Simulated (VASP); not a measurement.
# NbTe (Fm-3m) in VASP: notebook

NbTe is run at these levels: PBE, r2SCAN; tasks: single point.

Everything below comes from runs of VASP 6.6.1. Logs are shortened: lines on timing, memory, paths and dates and some standing lists are left out, and cuts for length are marked.

### 1 The cell of the first run

The structure is cubic, space group Fm-3m (No. 225). The conventional cell has a = 5.686 Å, b = 5.686 Å, c = 5.686 Å, α = 90.00°, β = 90.00°, γ = 90.00°. Within 3.7 Å of Nb (site symmetry m-3m) lie 6 Te at 2.84 Å. Te (site symmetry m-3m) has 6 Nb at 2.84 Å within 3.7 Å.

### 2 Single point, PBE, collinear spin (22.97 Å³/atom)

The input, INCAR:

```
SYSTEM = NbTe
ALGO     = Normal         ! electronic algorithm
EDIFF    = 1E-6           ! SCF threshold, eV
ENCUT    = 520            ! plane-wave cutoff, eV
GGA      = PE             ! functional
ISIF     = 2              ! what is computed and relaxed
ISMEAR   = 0              ! smearing method
ISPIN    = 2              ! spin polarisation
LASPH    = .True.         ! aspherical terms in the spheres
LCHARG   = .False.        ! write CHGCAR
LMAXMIX  = 4              ! l up to which the mixer works
LORBIT   = 11             ! projections on sites
LREAL    = .False.        ! projectors in reciprocal space
LWAVE    = .False.        ! write WAVECAR
MAGMOM   = 0.05 0         ! initial moments
NBANDS   = 20             ! bands
NELM     = 150            ! most SCF steps
PREC     = Accurate       ! precision mode
SIGMA    = 0.05           ! smearing width, eV
```

The input, KPOINTS:

```
k-points
0
Gamma
  6 6 6
  0 0 0
```

The input, POSCAR:

```
NbTe
1.0
    0.0000000000      2.8428240412      2.8428240412
    2.8428240412      0.0000000000      2.8428240412
    2.8428240412      2.8428240412      0.0000000000
Nb Te
1 1
Direct
    0.5000000000      0.5000000000      0.5000000000
    0.0000000000      0.0000000000      0.0000000000
```

Potentials or basis: VASP PAW PBE potentials, release 64 (Nb_sv, Te).

Run with:

```bash
$ cat potpaw_PBE.64/Nb_sv/POTCAR potpaw_PBE.64/Te/POTCAR > POTCAR
$ mpirun -np 1 vasp_std > vasp.out
```

OUTCAR:

```text
SYSTEM = NbTe
   EDIFF = 1E-6
   ENCUT = 520
   GGA = PE
   ISIF = 2
   ISMEAR = 0
   ISPIN = 2
   LASPH = .True.
   LORBIT = 11
   LREAL = .False.
   NELM = 150
   PREC = Accurate

 ion  position               nearest neighbor table
   1  0.500  0.500  0.500-   2 2.84   2 2.84   2 2.84   2 2.84   2 2.84   2 2.84
   2  0.000  0.000  0.000-   1 2.84   1 2.84   1 2.84   1 2.84   1 2.84   1 2.84

  LATTYP: Found a face centered cubic cell.
 ALAT       =     5.6856480824

  Lattice vectors:

 A1 = (   0.0000000000,   2.8428240412,   2.8428240412)
 A2 = (   2.8428240412,   0.0000000000,   2.8428240412)
 A3 = (   2.8428240412,   2.8428240412,   0.0000000000)

Analysis of symmetry for initial positions (statically):
=====================================================================
 Subroutine PRICEL returns:
 Original cell was already a primitive cell.

 Routine SETGRP: Setting up the symmetry group for a
 face centered cubic supercell.

 Subroutine GETGRP returns: Found 48 space group operations
 (whereof 48 operations were pure point group operations)
 out of a pool of 48 trial point group operations.

The static configuration has the point symmetry O_h .

Analysis of symmetry for dynamics (positions and initial velocities):
=====================================================================
 Subroutine PRICEL returns:
 Original cell was already a primitive cell.

 Routine SETGRP: Setting up the symmetry group for a
 face centered cubic supercell.

 Subroutine GETGRP returns: Found 48 space group operations
 (whereof 48 operations were pure point group operations)
 out of a pool of 48 trial point group operations.

The dynamic configuration has the point symmetry O_h .

Analysis of structural, dynamic, and magnetic symmetry:
=====================================================================
 Subroutine PRICEL returns:
 Original cell was already a primitive cell.

 Routine SETGRP: Setting up the symmetry group for a
 face centered cubic supercell.

 Subroutine GETGRP returns: Found 48 space group operations
 (whereof 48 operations were pure point group operations)
 out of a pool of 48 trial point group operations.

The overall configuration has the point symmetry O_h .

[... 105 lines left out ...]
   EFERMI_NEDOS =   21; number of points for ismear=-14 and -15
   IALGO  =     38    algorithm
   IMIX   =      4    mixing-type and parameters
     AMIX     =   0.40;   BMIX     =  1.00
     AMIX_MAG =   1.60;   BMIX_MAG =  1.00
  volume/ion in A,a.u.               =      22.97       155.04
  Fermi-wavevector in a.u.,A,eV,Ry     =   1.219643  2.304791 20.239061  1.487529
  Thomas-Fermi vector in A             =   2.354888
   LORBIT       =     11    0 simple, 1 ext, 2 COOP (PROOUT), +10 PAW based schemes
   GGA     = PE    functional components
   LHFCALC =     F    Hartree Fock is set to
   AEXX    =    0.0000 exact exchange contribution
   IVDW    =     0    specifies the selected vdW correction
   LEPSILON=     F    determine dielectric tensor
   LRPA    =     F    only Hartree local field effects (RPA)
 spin polarized calculation
 Gauss-broadening in eV      SIGMA  =   0.05
  energy-cutoff  :      520.00
  volume of cell :       45.95
 maximum number of plane-waves:      1258
 NGX is ok and might be reduce to    30
   NGX = 15   NGY = 15   NGZ = 15

 number of electron      19.0000000 magnetization       0.0002172

 number of electron      19.0000000 magnetization      -0.0000047

 Free energy of the ion-electron system (eV)
  ---------------------------------------------------
  ext. energy  EPLUGINS =         0.00000000
  ---------------------------------------------------
  free energy    TOTEN  =       -12.60369886 eV

  energy without entropy =      -12.60221720  energy(sigma->0) =      -12.60295803

 E-fermi :  10.4298     XC(G=0): -11.0306

 val. band max:       10.3818494580   @ k =   0.3333   0.0000   0.0000
 cond. band min:      10.4817587676   @ k =  -0.3333   0.1667   0.0000
 fundamental gap:      0.0999093096
 Fermi energy:        10.4298030840

 spin component 1

 k-point     1 :       0.0000    0.0000    0.0000
  band No.  band energies     occupation
      1     -45.1621      1.00000
      2     -21.2563      1.00000
      3     -21.2563      1.00000
      4     -21.2563      1.00000
      5      -3.4038      1.00000
      6       8.8938      1.00000
[... 344 lines left out ...]
      6       5.0086      1.00000
[... 12 lines left out ...]
     19      22.3967      0.00000
     20      22.9436      0.00000
 Fermi energy:        10.4298030840

 spin component 2

 k-point     1 :       0.0000    0.0000    0.0000
  band No.  band energies     occupation
      1     -45.1621      1.00000
      2     -21.2564      1.00000
      3     -21.2564      1.00000
      4     -21.2564      1.00000
      5      -3.4038      1.00000
      6       8.8938      1.00000
[... 357 lines left out ...]
     19      22.3967      0.00000
     20      22.9436      0.00000

------------------------ aborting loop because EDIFF is reached ----------------------------------------

  FORCE on cell =-STRESS in cart. coord.  units (eV):
  Direction    XX          YY          ZZ          XY          YZ          ZX
  --------------------------------------------------------------------------------------
  -------------------------------------------------------------------------------------
  Total       -0.0462656     -0.0462656     -0.0462656      0.0000000     -0.0000000      0.0000000
  in kB       -1.6132019     -1.6132019     -1.6132019      0.0000000     -0.0000000      0.0000000
  external PRESSURE =      -1.6132019 kB  Pullay stress =       0.0000000 kB

 VOLUME and BASIS-vectors are now :
 -----------------------------------------------------------------------------
  energy-cutoff  :      520.00
  volume of cell :       45.95
      direct lattice vectors                 reciprocal lattice vectors
     0.000000000  2.842824041  2.842824041    -0.175881445  0.175881445  0.175881445
     2.842824041  0.000000000  2.842824041     0.175881445 -0.175881445  0.175881445
     2.842824041  2.842824041  0.000000000     0.175881445  0.175881445 -0.175881445

 POSITION                                       TOTAL-FORCE (eV/Angst)
 -----------------------------------------------------------------------------------
      2.84282      2.84282      2.84282        -0.000000     -0.000000     -0.000000
      0.00000      0.00000      0.00000         0.000000      0.000000      0.000000
 -----------------------------------------------------------------------------------
    total drift:                                0.000000     -0.000000      0.000000

  FREE ENERGIE OF THE ION-ELECTRON SYSTEM (eV)
  ---------------------------------------------------
  free  energy   TOTEN  =       -12.6036988613 eV

  energy  without entropy=      -12.6022172009  energy(sigma->0) =      -12.60295803

 total charge

# of ion       s       p       d       tot
------------------------------------------
    1        2.118   5.952   2.599  10.668
    2        1.329   2.060   0.104   3.493
--------------------------------------------------
tot          3.447   8.011   2.703  14.162

 magnetization (x)

# of ion       s       p       d       tot
------------------------------------------
    1       -0.000   0.000   0.000   0.000
    2        0.000   0.000   0.000   0.000
--------------------------------------------------
tot          0.000   0.000   0.000   0.000
```

OSZICAR:

```text
N       E                     dE             d eps       ncg     rms          rms(c)
DAV:   1     0.147743320168E+03    0.14774E+03   -0.89764E+03  1288   0.848E+02
DAV:   2    -0.297208097731E+01   -0.15072E+03   -0.14460E+03  1612   0.299E+02
DAV:   3    -0.127979563808E+02   -0.98259E+01   -0.96557E+01  2232   0.590E+01
DAV:   4    -0.130257045908E+02   -0.22775E+00   -0.22639E+00  1716   0.788E+00
DAV:   5    -0.130324651752E+02   -0.67606E-02   -0.67590E-02  1884   0.146E+00    0.647E+00
DAV:   6    -0.126122980731E+02    0.42017E+00   -0.11618E+00  1836   0.782E+00    0.300E+00
DAV:   7    -0.126067580772E+02    0.55400E-02   -0.53604E-02  1484   0.159E+00    0.164E+00
DAV:   8    -0.126036041575E+02    0.31539E-02   -0.97318E-03  1712   0.501E-01    0.189E-01
DAV:   9    -0.126036546476E+02   -0.50490E-04   -0.92817E-04  1760   0.186E-01    0.137E-01
DAV:  10    -0.126036796980E+02   -0.25050E-04   -0.78754E-05  1752   0.659E-02    0.832E-02
DAV:  11    -0.126037010704E+02   -0.21372E-04   -0.39163E-05  1564   0.503E-02    0.129E-02
DAV:  12    -0.126036995420E+02    0.15284E-05   -0.47402E-06  1796   0.181E-02    0.658E-03
DAV:  13    -0.126036988613E+02    0.68073E-06   -0.37238E-07   888   0.513E-03
   1 F= -.12603699E+02 E0= -.12602958E+02  d E =-.148166E-02  mag=    -0.0000
```

Wall time 50 s (1 thread of AMD EPYC 7R43 (Zen 3), shared host); peak memory 0.15 GiB.

Results:

```yaml
Free_energy: -12.6037 eV
Pressure: -0.2 GPa
Net_moment: 0.00 μB per cell
Valence_electrons_inside_the_program's_atomic_spheres: Nb 10.67; Te 3.49
```

Caveat: spin-orbit coupling is left out, which moves the levels of the heavy elements.

### 3 Single point, PBE, collinear spin (23.41 Å³/atom)

This run uses another cell than the first one, of 23.41 Å³/atom.

The input, INCAR:

```
PREC = Accurate
ENCUT = 520
EDIFF = 1E-6
ISMEAR = 0
SIGMA = 0.05
LREAL = F
LASPH = T
NELM = 150
ALGO = Normal
ISIF = 2
LWAVE = F
LCHARG = T
ISPIN = 2
MAGMOM = 0.05 0
LORBIT = 11
LMAXMIX = 4
GGA = PE
LELF = T
LVHAR = T
NBANDS = 20
```

The input, KPOINTS:

```
regular mesh
0
Gamma
  6 6 6
```

The input, POSCAR:

```
NbTe
1.0
    0.0000000000      2.8605580393      2.8605580393
    2.8605580393      0.0000000000      2.8605580393
    2.8605580393      2.8605580393      0.0000000000
Nb Te
1 1
Direct
    0.5000000000      0.5000000000      0.5000000000
    0.0000000000      0.0000000000      0.0000000000
```

Potentials or basis: VASP PAW PBE potentials, release 64 (Nb_sv, Te).

Run with:

```bash
$ cat potpaw_PBE.64/Nb_sv/POTCAR potpaw_PBE.64/Te/POTCAR > POTCAR
$ mpirun -np 1 vasp_std > vasp.out
```

It took 48 s on 1 thread of AMD EPYC 7R43 (Zen 3), shared host; peak memory 0.16 GiB.

The run converged. Its results:

| Item | Value |
| --- | --- |
| Free energy | -12.5980 eV |
| Pressure | -2.0 GPa |
| Net moment | 0.00 μB per cell |
| Valence electrons inside the program's atomic spheres | Nb 10.65; Te 3.48 |

Levels at points of the mesh, in eV from the Fermi level:
Spin up:
| k point | band 7 | band 8 | band 9 | band 10 | band 11 | band 12 | band 13 | band 14 |
| --- | --- | --- | --- | --- | --- | --- | --- | --- |
| (0.00, 0.00, 0.00) | -1.55 | -1.55 | -1.36 | -1.36 | -1.36 | -0.99 | -0.99 | 2.96 |
| (0.50, 0.00, 0.00) | -4.52 | -4.52 | 0.20 | 0.20 | 0.64 | 2.23 | 4.67 | 4.67 |
| (0.50, 0.50, 0.00) | -3.21 | -3.21 | -2.76 | -0.26 | 0.79 | 0.79 | 1.05 | 2.43 |
Spin down:
| k point | band 8 | band 9 | band 10 | band 11 | band 12 | band 13 |
| --- | --- | --- | --- | --- | --- | --- |
| (0.00, 0.00, 0.00) | -1.55 | -1.36 | -1.36 | -1.36 | -0.99 | -0.99 |
| (0.50, 0.00, 0.00) | -4.52 | 0.20 | 0.20 | 0.64 | 2.23 | 4.67 |
| (0.50, 0.50, 0.00) | -3.21 | -2.76 | -0.26 | 0.79 | 0.79 | 1.05 |

Caveat: spin-orbit coupling is left out, which moves the levels of the heavy elements.

(Continued in part 2 of 2.)
